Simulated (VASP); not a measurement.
Here is a VASP 6.6.1 calculation.

File INCAR:

```
AGGAC = 1.0 ; AGGAX = 1.0
ALDAC = 0.0 ; ALDAX = 1.0
ALGO = Normal ; EDIFF = 1E-6
EDIFFG = -0.01 ; ENCUT = 600
GGA = B5 ; IBRION = 2
ISIF = 3 ; ISMEAR = -1
IVDW = 12 ; LASPH = T
LCHARG = F ; LREAL = F
LWAVE = F ; NELM = 60
NSW = 60 ; PREC = Accurate
SIGMA = 0.05 ; VDW_A1 = 0.4298
VDW_A2 = 4.2359 ; VDW_S6 = 1.0
VDW_S8 = 2.6996
```

File KPOINTS:

```
k-points
0
Gamma
  9 9 9
```

The input POSCAR:

```
HfO2
1.0
    0.0000000000      2.5575000000      2.5575000000
    2.5575000000      0.0000000000      2.5575000000
    2.5575000000      2.5575000000      0.0000000000
Hf O
1 2
Direct
    0.0000000000      0.0000000000      0.0000000000
    0.7500000000      0.7500000000      0.7500000000
    0.2500000000      0.2500000000      0.2500000000
```

Potentials or basis: VASP PAW PBE potentials, release 64 (Hf_pv, O).

The run is started by

```console
$ cat potpaw_PBE.64/Hf_pv/POTCAR potpaw_PBE.64/O/POTCAR > POTCAR
$ mpirun -np 1 vasp_std > vasp.out
```

**Question.** Estimate the dispersion energy per atom.

**Answer.** -0.545 eV.

**Question.** What does it give for the space group after relaxing (to 0.05 Å)?

**Answer.** Fm-3m (No. 225).

**Question.** What does it give for the relaxed cell?

**Answer.** a = 3.582 Å, b = 3.582 Å, c = 3.582 Å, α = 60.00°, β = 60.00°, γ = 60.00°.

**Question.** What does it give for the relaxed volume?

**Answer.** 10.83 Å³/atom.

Final structure:
```yaml
crystal:
  lattice:
    - [0.00000, 2.53251, 2.53251]
    - [2.53251, 0.00000, 2.53251]
    - [2.53251, 2.53251, 0.00000]
  atoms:
    - { symbol: Hf, position: [0.00000, 0.00000, 0.00000] }
    - { symbol: O, position: [0.75000, 0.75000, 0.75000] }
    - { symbol: O, position: [0.25000, 0.25000, 0.25000] }
```

Caveat: the PAW data sets were made with another functional, which shifts forces and pressure a little.
